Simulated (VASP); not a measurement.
# Sr (P-1) in VASP: single point with PBEsol

Aim: the single point of Sr with PBEsol.

All numbers are computed with VASP 6.6.1; they aren't measurements. Logs are shortened: lines on timing, memory, paths and dates and some standing lists are left out, and cuts for length are marked.

### Step 1. The cell of the first run

The typed cell holds 1 atom: a = 4.233 Å, b = 4.355 Å, c = 4.385 Å, α = 58.88°, β = 59.13°, γ = 60.08°.

### Step 2. Single point, PBEsol (the cell strained at random)

INCAR reads:

```
PREC = Accurate
ENCUT = 520
EDIFF = 1E-7
ISMEAR = -1
SIGMA = 0.05
LREAL = F
LASPH = T
NELM = 100
ALGO = Fast
ISIF = 2
LWAVE = F
LCHARG = F
GGA = PS
NBANDS = 11
```

KPOINTS reads:

```
regular mesh
0
Gamma
  8 8 8
```

POSCAR reads:

```
Sr
1.0
    0.0661010000      3.0195770000      2.9652580000
    3.1346330000      0.0075260000      3.0238330000
    3.1289580000      3.0724770000      0.0132010000
Sr
1
Direct
   -0.0100020000     -0.0043330000      0.0149740000
```

Potentials or basis: VASP PAW PBE potentials, release 64 (Sr_sv).

Started as:

```sh
$ cat potpaw_PBE.64/Sr_sv/POTCAR > POTCAR
$ mpirun -np 1 vasp_std > vasp.out
```

OUTCAR:

```text
PREC = Accurate
   ENCUT = 520
   EDIFF = 1E-7
   ISMEAR = -1
   LREAL = F
   LASPH = T
   NELM = 100
   ISIF = 2
   GGA = PS

 ion  position               nearest neighbor table
   1  0.990  0.996  0.015-

  LATTYP: Found a triclinic cell.
 ALAT       =     4.2542369402
 B/A-ratio  =     3.1343925079
 C/A-ratio  =     1.7747817503
 COS(alpha) =     0.0047710823
 COS(beta)  =     0.3032608193
 COS(gamma) =     0.9452278277

  Lattice vectors:

 A1 = (  -3.0628570000,  -0.0529000000,   2.9520570000)
 A2 = (  -6.0539380000,  -0.1511740000,  11.8800040000)
 A3 = (  -6.2031650000,   3.0045250000,  -3.0824080000)

Analysis of symmetry for initial positions (statically):
=====================================================================
 Subroutine PRICEL returns:
 Original cell was already a primitive cell.

 Routine SETGRP: Setting up the symmetry group for a
 triclinic supercell.

 Subroutine GETGRP returns: Found  2 space group operations
 (whereof  1 operations were pure point group operations)
 out of a pool of  2 trial point group operations.

The static configuration has the point symmetry C_1 .
 The point group associated with its full space group is S_2 .

Analysis of symmetry for dynamics (positions and initial velocities):
=====================================================================
 Subroutine PRICEL returns:
 Original cell was already a primitive cell.

 Routine SETGRP: Setting up the symmetry group for a
 triclinic supercell.

 Subroutine GETGRP returns: Found  2 space group operations
 (whereof  1 operations were pure point group operations)
 out of a pool of  2 trial point group operations.

The dynamic configuration has the point symmetry C_1 .
 The point group associated with its full space group is S_2 .

 Subroutine INISYM returns: Found  2 space group operations
 (whereof  1 operations are pure point group operations),
 and found     1 'primitive' translations

----------------------------------------------------------------------------------------

                                     Primitive cell

  volume of cell :      56.3193

  direct lattice vectors                    reciprocal lattice vectors
     0.066101000  3.019577000  2.965258000    -0.164962146  0.167261680  0.170590432
     3.134633000  0.007526000  3.023833000     0.161060601 -0.164726653  0.164153859
     3.128958000  3.072477000  0.013201000     0.161727414  0.161491921 -0.168055405

  length of vectors
     4.232607897  4.355404309  4.385278480     0.290327530  0.282881383  0.283686475

  position of ions in fractional coordinates (direct lattice)
     0.989998000  0.995667000  0.014974000

  ion indices of the primitive-cell ions
   primitive index   ion index
                 1           1

----------------------------------------------------------------------------------------

 KPOINTS: regular mesh

Automatic generation of k-mesh.
 Grid dimensions read from file:
 generate k-points for:    8    8    8

 Generating k-lattice:

  Cartesian coordinates                     Fractional coordinates (reciprocal lattice)
    -0.020620268  0.020907710  0.021323804     0.125000000 -0.000000000  0.000000000
     0.020132575 -0.020590832  0.020519232     0.000000000  0.125000000 -0.000000000
     0.020215927  0.020186490 -0.021006926     0.000000000  0.000000000  0.125000000

  Length of vectors
     0.036290941  0.035360173  0.035460809

  Shift w.r.t. Gamma in fractional coordinates (k-lattice)
     0.000000000  0.000000000  0.000000000

 Subroutine IBZKPT returns following result:
 ===========================================

 Found    260 irreducible k-points:

 Following reciprocal coordinates:
            Coordinates               Weight
  0.000000  0.000000  0.000000      1.000000
  0.125000  0.000000 -0.000000      2.000000
  0.250000  0.000000 -0.000000      2.000000
  0.375000 -0.000000 -0.000000      2.000000
  0.500000  0.000000 -0.000000      1.000000
  0.000000  0.125000  0.000000      2.000000
[... 16 lines left out ...]
  0.125000  0.375000 -0.000000      2.000000
  0.250000  0.375000  0.000000      2.000000
 [... further k-points ...]
   k-points           NKPTS =    260   k-points in BZ     NKDIM =    260   number of bands    NBANDS=     11
   number of dos      NEDOS =    301   number of ions     NIONS =      1
   total plane-waves  NPLWV =  36864
   dimension x,y,z NGX =    32 NGY =   32 NGZ =   36
   dimension x,y,z NGXF=    64 NGYF=   64 NGZF=   72
   ions per type =               1
   NGX,Y,Z   is equivalent  to a cutoff of  12.57, 12.21, 13.65 a.u.
   NGXF,Y,Z  is equivalent  to a cutoff of  25.14, 24.43, 27.30 a.u.
 SYSTEM =  unknown system
   PREC   = accura    normal or accurate (medium, high low for compatibility)
   ISTART =      0    job   : 0-new  1-cont  2-samecut
   ICHARG =      2    charge: 1-file 2-atom 10-const
   ISPIN  =      1    spin polarized calculation?
   LNONCOLLINEAR =      F non collinear calculations
   LSORBIT =      F    spin-orbit coupling
   LASPH  =      T    aspherical Exc in radial PAW
   ENCUT  =  520.0 eV  38.22 Ry    6.18 a.u.   7.87  8.10  8.15*2*pi/ulx,y,z
   NELM   =    100;   NELMIN=  2; NELMDL= -5     # of ELM steps
   EDIFF  = 0.1E-06   stopping-criterion for ELM
   LREAL  =      F    real-space projection
   EDIFFG = 0.1E-05   stopping-criterion for IOM
   NSW    =      0    number of steps for IOM
   IBRION =     -1    ionic relax: 0-MD 1-quasi-New 2-CG
   NFREE  =      0    steps in history (QN), initial steepest desc. (CG)
   ISIF   =      2    stress and relaxation
   ISYM   =      2    0-nonsym 1-usesym 2-fastsym
   POTIM  = 0.5000    time-step for ionic-motion
   TEBEG  =    0.0;   TEEND  =   0.0 temperature during run
   PSTRESS=    0.0 pullay stress
   NELECT =      10.0000    total number of electrons
   NUPDOWN=      -1.0000    fix difference up-down
   EMIN   =  10.00;   EMAX   =-10.00  energy-range for DOS
   EFERMI =   0.00;   METHOD = LEGACY
   ISMEAR =    -1;   SIGMA  =   0.05  broadening in eV -4-tet -1-fermi 0-gaus
   EFERMI_NEDOS =   21; number of points for ismear=-14 and -15
   IALGO  =     68    algorithm
   IMIX   =      4    mixing-type and parameters
     AMIX     =   0.40;   BMIX     =  1.00
     AMIX_MAG =   1.60;   BMIX_MAG =  1.00
  volume/ion in A,a.u.               =      56.32       380.06
  Fermi-wavevector in a.u.,A,eV,Ry     =   0.920144  1.738819 11.519569  0.846664
  Thomas-Fermi vector in A             =   2.045416
   LORBIT       =      0    0 simple, 1 ext, 2 COOP (PROOUT), +10 PAW based schemes
   GGA     = PS    functional components
   LHFCALC =     F    Hartree Fock is set to
   AEXX    =    0.0000 exact exchange contribution
   IVDW    =     0    specifies the selected vdW correction
   LEPSILON=     F    determine dielectric tensor
   LRPA    =     F    only Hartree local field effects (RPA)
 non-spin polarized calculation
 RMM-DIIS sequential band-by-band and
  energy-cutoff  :      520.00
  volume of cell :       56.32
 maximum number of plane-waves:      1533
   NGX = 15   NGY = 17   NGZ = 17

 number of electron      10.0000000 magnetization

 Free energy of the ion-electron system (eV)
  ---------------------------------------------------
  ext. energy  EPLUGINS =         0.00000000
  ---------------------------------------------------
  free energy    TOTEN  =        -1.83270800 eV

  energy without entropy =       -1.82381200  energy(sigma->0) =       -1.82826000

 E-fermi :   1.3928     XC(G=0):  -7.3583

 val. band max:        1.3872578923   @ k =   0.5000  -0.3750   0.3750
 cond. band min:       1.4017343054   @ k =   0.2500  -0.3750   0.1250
 fundamental gap:      0.0144764131
 Fermi energy:         1.3927718507

 k-point     1 :       0.0000    0.0000    0.0000
  band No.  band energies     occupation
      1     -35.1731      2.00000
      2     -17.0800      2.00000
      3     -17.0779      2.00000
      4     -17.0750      2.00000
      5      -2.2050      2.00000
      6       3.5697      0.00000
      7       3.6948      0.00000
      8       3.9016      0.00000
      9       5.0290      0.00000
     10       5.2881      0.00000
     11       8.4567      0.00000

 k-point     2 :       0.1250    0.0000   -0.0000
  band No.  band energies     occupation
      1     -35.1710      2.00000
      2     -17.1055      2.00000
      3     -17.0845      2.00000
      4     -17.0812      2.00000
      5      -1.9496      2.00000
      6       3.4847      0.00000
      7       3.7066      0.00000
      8       3.8453      0.00000
      9       4.8772      0.00000
     10       5.1017      0.00000
     11       8.9903      0.00000

 k-point     3 :       0.2500    0.0000   -0.0000
  band No.  band energies     occupation
      1     -35.1660      2.00000
      2     -17.1754      2.00000
      3     -17.0966      2.00000
      4     -17.0901      2.00000
      5      -1.2392      2.00000
      6       2.7541      0.00000
      7       3.7481      0.00000
      8       3.9546      0.00000
      9       4.9781      0.00000
     10       5.0754      0.00000
     11       8.1374      0.00000

 k-point     4 :       0.3750   -0.0000   -0.0000
  band No.  band energies     occupation
      1     -35.1609      2.00000
      2     -17.2438      2.00000
      3     -17.1087      2.00000
      4     -17.0990      2.00000
      5      -0.2690      2.00000
      6       2.0369      0.00001
      7       3.5152      0.00000
      8       3.7445      0.00000
      9       5.6978      0.00000
     10       5.7303      0.00000
     11       7.2868      0.00000
[... 239 lines left out ...]
 k-point    22 :       0.0000    0.3750   -0.0000
  band No.  band energies     occupation
      1     -35.1629      2.00000
      2     -17.2307      2.00000
      3     -17.1013      2.00000
      4     -17.0936      2.00000
      5      -0.3693      2.00000
      6       1.9127      0.00006
      7       3.4794      0.00000
      8       3.9057      0.00000
      9       5.6915      0.00000
     10       5.7881      0.00000
     11       7.2117      0.00000

 k-point    23 :       0.1250    0.3750   -0.0000
  band No.  band energies     occupation
      1     -35.1629      2.00000
      2     -17.2074      2.00000
      3     -17.1103      2.00000
      4     -17.1064      2.00000
      5      -0.4764      2.00000
      6       2.1282      0.00000
      7       3.5499      0.00000
      8       3.7310      0.00000
      9       5.2709      0.00000
     10       5.8778      0.00000
     11       7.5340      0.00000

 k-point    24 :       0.2500    0.3750    0.0000
  band No.  band energies     occupation
      1     -35.1608      2.00000
      2     -17.1982      2.00000
      3     -17.1328      2.00000
      4     -17.1269      2.00000
      5      -0.2341      2.00000
      6       2.1580      0.00000
      7       3.0441      0.00000
      8       4.3481      0.00000
      9       5.0251      0.00000
     10       5.9480      0.00000
     11       7.8616      0.00000

 [... further k-points ...]
[... 5 lines left out ...]
  --------------------------------------------------------------------------------------
  -------------------------------------------------------------------------------------
  Total       -0.3497670     -0.3012637     -0.2724577     -0.0785837      0.0673818     -0.0975519
  in kB       -9.9502031     -8.5703771     -7.7509002     -2.2355562      1.9168847     -2.7751658
  external PRESSURE =      -8.7571601 kB  Pullay stress =       0.0000000 kB

 VOLUME and BASIS-vectors are now :
 -----------------------------------------------------------------------------
  energy-cutoff  :      520.00
  volume of cell :       56.32
      direct lattice vectors                 reciprocal lattice vectors
     0.066101000  3.019577000  2.965258000    -0.164962146  0.167261680  0.170590432
     3.134633000  0.007526000  3.023833000     0.161060601 -0.164726653  0.164153859
     3.128958000  3.072477000  0.013201000     0.161727414  0.161491921 -0.168055405

 POSITION                                       TOTAL-FORCE (eV/Angst)
 -----------------------------------------------------------------------------------
      3.23334      3.04288      5.94653         0.000000      0.000000     -0.000000
 -----------------------------------------------------------------------------------
    total drift:                               -0.000000     -0.000000      0.000000

  FREE ENERGIE OF THE ION-ELECTRON SYSTEM (eV)
  ---------------------------------------------------
  free  energy   TOTEN  =        -1.8327080009 eV

  energy  without entropy=       -1.8238120003  energy(sigma->0) =       -1.82826000
```

It took 96 s on 1 thread of Intel Xeon 6975P-C, shared host; peak memory 0.31 GiB.

Results:

| Item | Value |
| --- | --- |
| Free energy | -1.8327 eV |
| Pressure | -0.9 GPa |
| Band gap on the k mesh | zero (band 5 reaches 1.52 eV, above the bottom of band 6 at 1.39 eV) |

Caveat: the cell differs from its parent crystal (the cell strained at random); the PAW data sets were made with another functional, which shifts forces and pressure a little.
